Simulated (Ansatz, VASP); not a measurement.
Two plane-wave programs on SnO2

INCAR

```
SYSTEM = SnO2
ALGO = Normal ; EDIFF = 1E-6
ENCUT = 520 ; GGA = PE
ISIF = 2 ; ISMEAR = 0
IVDW = 12 ; LASPH = .TRUE.
LCHARG = .FALSE. ; LREAL = .FALSE.
LWAVE = .FALSE. ; NBANDS = 35
NELM = 100 ; PREC = Accurate
SIGMA = 0.05
```

Contents of KPOINTS:

```
k-points
0
G
  12 12 4
  0 0 0
```

The input POSCAR:

```
SnO2
1.0
    3.2115702651      0.0000000000      0.0000000000
   -1.6057851326      2.7813014356      0.0000000000
    0.0000000000      0.0000000000     10.3427560363
Sn O
2 4
Direct
    0.0946155598      0.1892311195      0.5278548174
    0.0000000000      0.0000000000      0.0000000000
    0.6666666667      0.3333333333      0.4018666787
    0.6666666667      0.3333333333      0.0981333213
    0.3333333333      0.6666666667      0.5981333213
    0.3333333333      0.6666666667      0.9018666787
```

Input for Ansatz:

```yaml
crystal:
  lattice:
    - [3.2115702651, 0.0, 0.0]
    - [-1.6057851326, 2.7813014356, 0.0]
    - [0.0, 0.0, 10.3427560363]
  atoms:
    - { symbol: Sn, position: [0.0946155598, 0.1892311195, 0.5278548174] }
    - { symbol: Sn, position: [0.0, 0.0, 0.0] }
    - { symbol: O, position: [0.6666666667, 0.3333333333, 0.4018666787] }
    - { symbol: O, position: [0.6666666667, 0.3333333333, 0.0981333213] }
    - { symbol: O, position: [0.3333333333, 0.6666666667, 0.5981333213] }
    - { symbol: O, position: [0.3333333333, 0.6666666667, 0.9018666787] }
basis:
  ecutwfc: 420
kpoints:
  mp_grid: { grid: [12, 12, 4] }
hamiltonian:
  xc: pbe
  dispersion: d3bj
scf:
  occupations: { method: gaussian, width: 0.05 }
output:
  forces: true
  stress: true
  eigenvalues: true
```

Alike in both runs: task single point; functional PBE; dispersion D3(BJ); k mesh 12 × 12 × 4; occupations gaussian, width 0.05 eV; no spin polarisation.

```csv
,VASP,Ansatz
version,VASP 6.6.1,Ansatz 0.2.0
potentials or method,"VASP PAW PBE potentials, release 64 (Sn_d, O), cutoff 520 eV","scalar-relativistic, plane waves, PAW"
valence electrons in the cell,52,52
```

```tsv
	VASP	Ansatz	Ansatz less VASP
gap on the k mesh at the Fermi level (eV)	0.91	0.92	+0.016
least direct gap on the mesh (eV)	0.91	0.92	+0.016
pressure (GPa)	22.6	25.7	+3.03
traceless stress, the component that is largest in VASP (GPa)	31.76	36.22	+4.460
rms of the force components (eV/Å)	9.494	10.758	+1.2631
```

Atom by atom the forces differ by 1.266 eV/Å (rms over components).
